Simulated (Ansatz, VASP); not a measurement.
## MoS2 in VASP and in Ansatz

INCAR

```
ALGO = Normal
EDIFF = 1E-7
ENCUT = 520
GGA = PE
ISIF = 2
ISMEAR = 0
IVDW = 12
LASPH = True
LCHARG = False
LREAL = False
LWAVE = False
NBANDS = 35
NELM = 80
PREC = Accurate
SIGMA = 0.05
```

File KPOINTS:

```
k-points
0
Gamma
  12 12 4
```

File POSCAR:

```
MoS2
1.0
    3.2438000000      0.0000000000      0.0000000000
   -1.6219000000      2.8092132048      0.0000000000
    0.0000000000      0.0000000000     13.1844000000
Mo S
2 4
Direct
    0.6666666667      0.3333333333      0.2501439769
    0.3333333333      0.6666666667      0.7498560231
    0.3333333333      0.6666666667      0.3795985159
    0.6666666667      0.3333333333      0.8793132861
    0.3333333333      0.6666666667      0.1206867139
    0.6666666667      0.3333333333      0.6204014841
```

Input for Ansatz:

```yaml
crystal:
  lattice:
    - [3.2438, 0.0, 0.0]
    - [-1.6219, 2.8092132048, 0.0]
    - [0.0, 0.0, 13.1844]
  atoms:
    - { symbol: Mo, position: [0.6666666667, 0.3333333333, 0.2501439769] }
    - { symbol: Mo, position: [0.3333333333, 0.6666666667, 0.7498560231] }
    - { symbol: S, position: [0.3333333333, 0.6666666667, 0.3795985159] }
    - { symbol: S, position: [0.6666666667, 0.3333333333, 0.8793132861] }
    - { symbol: S, position: [0.3333333333, 0.6666666667, 0.1206867139] }
    - { symbol: S, position: [0.6666666667, 0.3333333333, 0.6204014841] }
basis:
  ecutwfc: 420
kpoints:
  mp_grid: { grid: [12, 12, 4] }
hamiltonian:
  xc: pbe
  pseudopotentials: { kind: paw, azcp: { folder: soft_1 } }
  dispersion: d3bj
scf:
  occupations: { method: gaussian, width: 0.05 }
output:
  forces: true
  stress: true
  eigenvalues: true
```

Alike in both runs: task single point; functional PBE; dispersion D3(BJ); k mesh 12 × 12 × 4; occupations gaussian, width 0.05 eV; no spin polarisation.

|  | VASP | Ansatz |
| --- | --- | --- |
| version | VASP 6.6.1 | Ansatz 0.2.0 |
| potentials or method | VASP PAW PBE potentials, release 64 (Mo_sv, S), cutoff 520 eV | scalar-relativistic, plane waves, PAW |
| valence electrons in the cell | 52 | 52 |

```csv
,VASP,Ansatz,Ansatz less VASP
gap on the k mesh at the Fermi level (eV),1.04,1.03,-0.009
least direct gap on the mesh (eV),1.61,1.61,-0.002
pressure (GPa),-16.8,-16.8,+0.07
"traceless stress, the component that is largest in VASP (GPa)",-7.23,-7.21,+0.016
rms of the force components (eV/Å),1.153,1.150,-0.0026
```

Atom by atom the forces differ by 0.003 eV/Å (rms over components).
